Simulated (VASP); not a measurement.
# Re (P6_3/mmc) in VASP: further runs

Aim: see how the results for Re move with the level of theory and the settings. Levels: revPBE+D4, BLYP+D3(BJ), BLYP+D4. Tasks: single point.

All numbers are computed with VASP 6.6.1; they aren't measurements. Logs are shortened: lines on timing, memory, paths and dates and some standing lists are left out, and cuts for length are marked.

**1. The cell of the first run**

The structure is hexagonal, space group P6_3/mmc (No. 194). The conventional cell has a = 2.754 Å, b = 2.754 Å, c = 8.910 Å, α = 90.00°, β = 90.00°, γ = 120.00°. Within 3.6 Å of Re (site symmetry -6m2) lie 12 Re at 2.74 to 2.75 Å. Within 3.6 Å of Re (site symmetry -3m) lie 12 Re at 2.74 to 2.75 Å.

**2. Single point, revPBE+D4**

Contents of INCAR:

```
  ALGO = Normal
  EDIFF = 1E-7
  ENCUT = 520
  GGA = RE
  ISIF = 2
  ISMEAR = -1
  IVDW = 13
  LASPH = T
  LCHARG = F
  LREAL = F
  LWAVE = F
  NBANDS = 22
  NELM = 60
  PREC = Accurate
  SIGMA = 0.05
```

Contents of KPOINTS:

```
k-points
0
Gamma
  11 11 3
```

Contents of POSCAR:

```
Re
1.0
    2.7543782685      0.0000000000      0.0000000000
   -1.3771891342      2.3853615521      0.0000000000
    0.0000000000      0.0000000000      8.9095866308
Re
4
Direct
    0.6666666667      0.3333333333      0.7500000000
    0.0000000000      0.0000000000      0.5000000000
    0.3333333333      0.6666666667      0.2500000000
    0.0000000000      0.0000000000      0.0000000000
```

Potentials or basis: VASP PAW PBE potentials, release 64 (Re).

Run with:

```sh
$ cat potpaw_PBE.64/Re/POTCAR > POTCAR
$ mpirun -np 1 vasp_std > vasp.out
```

OUTCAR:

```text
EDIFF = 1E-7
   ENCUT = 520
   GGA = RE
   ISIF = 2
   ISMEAR = -1
   IVDW = 13
   LASPH = T
   LREAL = F
   NELM = 60
   PREC = Accurate

 ion  position               nearest neighbor table
   1  0.667  0.333  0.750-   2 2.74   4 2.74   2 2.74   4 2.74   2 2.74   4 2.74
   2  0.000  0.000  0.500-   1 2.74   3 2.74   3 2.74   1 2.74   1 2.74   3 2.74
   3  0.333  0.667  0.250-   2 2.74   4 2.74   2 2.74   4 2.74   2 2.74   4 2.74
   4  0.000  0.000  0.000-   1 2.74   3 2.74   3 2.74   1 2.74   1 2.74   3 2.74

  LATTYP: Found a hexagonal cell.
 ALAT       =     2.7543782685
 C/A-ratio  =     3.2346997261

  Lattice vectors:

 A1 = (   2.7543782685,   0.0000000000,   0.0000000000)
 A2 = (  -1.3771891342,   2.3853615521,   0.0000000000)
 A3 = (   0.0000000000,   0.0000000000,   8.9095866308)

Analysis of symmetry for initial positions (statically):
=====================================================================
 Subroutine PRICEL returns:
 Original cell was already a primitive cell.

 Routine SETGRP: Setting up the symmetry group for a
 hexagonal supercell.

 Subroutine GETGRP returns: Found 24 space group operations
 (whereof 12 operations were pure point group operations)
 out of a pool of 24 trial point group operations.

The static configuration has the point symmetry D_3d.
 The point group associated with its full space group is D_6h.

Analysis of symmetry for dynamics (positions and initial velocities):
=====================================================================
 Subroutine PRICEL returns:
 Original cell was already a primitive cell.

 Routine SETGRP: Setting up the symmetry group for a
 hexagonal supercell.

 Subroutine GETGRP returns: Found 24 space group operations
 (whereof 12 operations were pure point group operations)
 out of a pool of 24 trial point group operations.

The dynamic configuration has the point symmetry D_3d.
 The point group associated with its full space group is D_6h.

 Subroutine INISYM returns: Found 24 space group operations
 (whereof 12 operations are pure point group operations),
 and found     1 'primitive' translations

----------------------------------------------------------------------------------------

                                     Primitive cell

  volume of cell :      58.5377

  direct lattice vectors                    reciprocal lattice vectors
     2.754378269  0.000000000  0.000000000     0.363058339  0.209611830  0.000000000
    -1.377189134  2.385361552  0.000000000     0.000000000  0.419223660  0.000000000
     0.000000000  0.000000000  8.909586631     0.000000000  0.000000000  0.112238653

  length of vectors
     2.754378269  2.754378268  8.909586631     0.419223660  0.419223660  0.112238653

  position of ions in fractional coordinates (direct lattice)
     0.666666667  0.333333333  0.750000000
     0.000000000  0.000000000  0.500000000
     0.333333333  0.666666667  0.250000000
     0.000000000  0.000000000  0.000000000

  ion indices of the primitive-cell ions
   primitive index   ion index
                 1           1
                 2           2
                 3           3
                 4           4

----------------------------------------------------------------------------------------

 KPOINTS: k-points

Automatic generation of k-mesh.
 Grid dimensions read from file:
 generate k-points for:   11   11    3

 Generating k-lattice:

  Cartesian coordinates                     Fractional coordinates (reciprocal lattice)
     0.033005304  0.019055621  0.000000000     0.090909091  0.000000000  0.000000000
     0.000000000  0.038111242  0.000000000     0.000000000  0.090909091  0.000000000
     0.000000000  0.000000000  0.037412884     0.000000000  0.000000000  0.333333333

  Length of vectors
     0.038111242  0.038111242  0.037412884

  Shift w.r.t. Gamma in fractional coordinates (k-lattice)
     0.000000000  0.000000000  0.000000000

 Subroutine IBZKPT returns following result:
 ===========================================

 Found     32 irreducible k-points:

 Following reciprocal coordinates:
            Coordinates               Weight
  0.000000  0.000000  0.000000      1.000000
  0.090909  0.000000  0.000000      6.000000
  0.181818  0.000000  0.000000      6.000000
  0.272727  0.000000  0.000000      6.000000
  0.363636  0.000000  0.000000      6.000000
  0.454545 -0.000000  0.000000      6.000000
[... 16 lines left out ...]
  0.090909  0.090909  0.333333     12.000000
  0.181818  0.090909  0.333333     24.000000
 [... further k-points ...]
   k-points           NKPTS =     32   k-points in BZ     NKDIM =     32   number of bands    NBANDS=     22
   number of dos      NEDOS =    301   number of ions     NIONS =      4
   total plane-waves  NPLWV =  28000
   dimension x,y,z NGX =    20 NGY =   20 NGZ =   70
   dimension x,y,z NGXF=    40 NGYF=   40 NGZF=  140
   ions per type =               4
   NGX,Y,Z   is equivalent  to a cutoff of  12.07, 12.07, 13.06 a.u.
   NGXF,Y,Z  is equivalent  to a cutoff of  24.14, 24.14, 26.12 a.u.
 SYSTEM =  unknown system
   PREC   = accura    normal or accurate (medium, high low for compatibility)
   ISTART =      0    job   : 0-new  1-cont  2-samecut
   ICHARG =      2    charge: 1-file 2-atom 10-const
   ISPIN  =      1    spin polarized calculation?
   LNONCOLLINEAR =      F non collinear calculations
   LSORBIT =      F    spin-orbit coupling
   LASPH  =      T    aspherical Exc in radial PAW
   ENCUT  =  520.0 eV  38.22 Ry    6.18 a.u.   5.12  5.12 16.57*2*pi/ulx,y,z
   NELM   =     60;   NELMIN=  2; NELMDL= -5     # of ELM steps
   EDIFF  = 0.1E-06   stopping-criterion for ELM
   LREAL  =      F    real-space projection
   EDIFFG = 0.1E-05   stopping-criterion for IOM
   NSW    =      0    number of steps for IOM
   IBRION =     -1    ionic relax: 0-MD 1-quasi-New 2-CG
   NFREE  =      0    steps in history (QN), initial steepest desc. (CG)
   ISIF   =      2    stress and relaxation
   ISYM   =      2    0-nonsym 1-usesym 2-fastsym
   POTIM  = 0.5000    time-step for ionic-motion
   TEBEG  =    0.0;   TEEND  =   0.0 temperature during run
   PSTRESS=    0.0 pullay stress
   NELECT =      28.0000    total number of electrons
   NUPDOWN=      -1.0000    fix difference up-down
   EMIN   =  10.00;   EMAX   =-10.00  energy-range for DOS
   EFERMI =   0.00;   METHOD = LEGACY
   ISMEAR =    -1;   SIGMA  =   0.05  broadening in eV -4-tet -1-fermi 0-gaus
   EFERMI_NEDOS =   21; number of points for ismear=-14 and -15
   IALGO  =     38    algorithm
   IMIX   =      4    mixing-type and parameters
     AMIX     =   0.40;   BMIX     =  1.00
     AMIX_MAG =   1.60;   BMIX_MAG =  1.00
  volume/ion in A,a.u.               =      14.63        98.76
  Fermi-wavevector in a.u.,A,eV,Ry     =   1.280312  2.419438 22.302644  1.639198
  Thomas-Fermi vector in A             =   2.412747
   LORBIT       =      0    0 simple, 1 ext, 2 COOP (PROOUT), +10 PAW based schemes
   GGA     = RE    functional components
   LHFCALC =     F    Hartree Fock is set to
   AEXX    =    0.0000 exact exchange contribution
   IVDW    =    13    specifies the selected vdW correction
   LEPSILON=     F    determine dielectric tensor
   LRPA    =     F    only Hartree local field effects (RPA)
 non-spin polarized calculation
  energy-cutoff  :      520.00
  volume of cell :       58.54
 maximum number of plane-waves:      1593
   NGX = 11   NGY = 11   NGZ = 33

 number of electron      27.9999999 magnetization

 Free energy of the ion-electron system (eV)
  ---------------------------------------------------
  ext. energy  EPLUGINS =         0.00000000
  ---------------------------------------------------
  free energy    TOTEN  =       -47.72097296 eV

  energy without entropy =      -47.69689311  energy(sigma->0) =      -47.70893303

 E-fermi :   8.0976     XC(G=0): -13.7414

 val. band max:        8.0948954661   @ k =   0.3636   0.2727   0.3333
 cond. band min:       8.1540594042   @ k =   0.2727   0.0000   0.0000
 fundamental gap:      0.0591639381
 Fermi energy:         8.0975511961

 k-point     1 :       0.0000    0.0000    0.0000
  band No.  band energies     occupation
      1      -1.8912      2.00000
      2       0.4260      2.00000
      3       0.5039      2.00000
      4       1.3649      2.00000
      5       5.5285      2.00000
      6       5.6227      2.00000
[... 14 lines left out ...]
     21      10.6343      0.00000
     22      10.6343      0.00000

 k-point     2 :       0.0909    0.0000    0.0000
  band No.  band energies     occupation
      1      -1.5528      2.00000
      2       0.7408      2.00000
      3       0.8155      2.00000
      4       1.6871      2.00000
      5       5.1174      2.00000
      6       5.3959      2.00000
[... 14 lines left out ...]
     21      10.5763      0.00000
     22      10.6995      0.00000

 k-point     3 :       0.1818    0.0000    0.0000
  band No.  band energies     occupation
      1      -0.6204      2.00000
      2       1.4942      2.00000
      3       1.5533      2.00000
      4       2.4757      2.00000
      5       4.4580      2.00000
      6       4.8774      2.00000
[... 14 lines left out ...]
     21      10.7962      0.00000
     22      10.9795      0.00000
[... 476 lines left out ...]
 k-point    23 :       0.0909    0.0909    0.3333
  band No.  band energies     occupation
      1      -0.6169      2.00000
      2       0.2083      2.00000
      3       2.1486      2.00000
      4       2.2952      2.00000
      5       4.8382      2.00000
      6       5.0991      2.00000
[... 14 lines left out ...]
     21      11.0440      0.00000
     22      11.7244      0.00000

 k-point    24 :       0.1818    0.0909    0.3333
  band No.  band energies     occupation
      1       0.4400      2.00000
      2       1.0867      2.00000
      3       2.8967      2.00000
      4       3.1434      2.00000
      5       4.0545      2.00000
      6       4.3409      2.00000
[... 14 lines left out ...]
     21      11.1529      0.00000
     22      11.8469      0.00000

 [... further k-points ...]

------------------------ aborting loop because EDIFF is reached ----------------------------------------

  DFT-D4 for vdW energy calculation

  Edisp (eV):   -4.10682

  FORCE on cell =-STRESS in cart. coord.  units (eV):
  Direction    XX          YY          ZZ          XY          YZ          ZX
  --------------------------------------------------------------------------------------
  -------------------------------------------------------------------------------------
  Total      -0.16623    -0.16623    -0.19211    -0.00000     0.00000     0.00000
  in kB      -4.54961    -4.54961    -5.25803    -0.00000     0.00000     0.00000
  external pressure =       -4.79 kB  Pullay stress =        0.00 kB

 VOLUME and BASIS-vectors are now :
 -----------------------------------------------------------------------------
  energy-cutoff  :      520.00
  volume of cell :       58.54
      direct lattice vectors                 reciprocal lattice vectors
     2.754378269  0.000000000  0.000000000     0.363058339  0.209611830  0.000000000
    -1.377189134  2.385361552  0.000000000     0.000000000  0.419223660  0.000000000
     0.000000000  0.000000000  8.909586631     0.000000000  0.000000000  0.112238653

 POSITION                                       TOTAL-FORCE (eV/Angst)
 -----------------------------------------------------------------------------------
      1.37719      0.79512      6.68219         0.000000     -0.000000      0.000000
      0.00000      0.00000      4.45479        -0.000000      0.000000      0.000000
     -0.00000      1.59024      2.22740        -0.000000      0.000000      0.000000
      0.00000      0.00000      0.00000        -0.000000      0.000000      0.000000
 -----------------------------------------------------------------------------------
    total drift:                                0.000000     -0.000000      0.000000

  FREE ENERGIE OF THE ION-ELECTRON SYSTEM (eV)
  ---------------------------------------------------
  free  energy   TOTEN  =       -51.8277967085 eV

  energy  without entropy=      -51.8037168603  energy(sigma->0) =      -51.81575678
```

Run time: 29 s. Hardware: 1 thread of Intel Xeon 6975P-C (Granite Rapids), shared host; peak memory 0.18 GiB.

What came out:

```
Free energy                : -51.8278 eV
Pressure                   : -0.5 GPa
Band gap on the k mesh     : zero (band 14 reaches 9.22 eV, above the bottom of band 15 at 6.77 eV)
Dispersion energy per atom : -1.027 eV
```

Caveat: the PAW data sets were made with another functional, which shifts forces and pressure a little; spin-orbit coupling is left out, which moves the levels of the heavy elements; pairwise dispersion overbinds metals, which lowers pressure and volume.

[end of part 1 of 2]
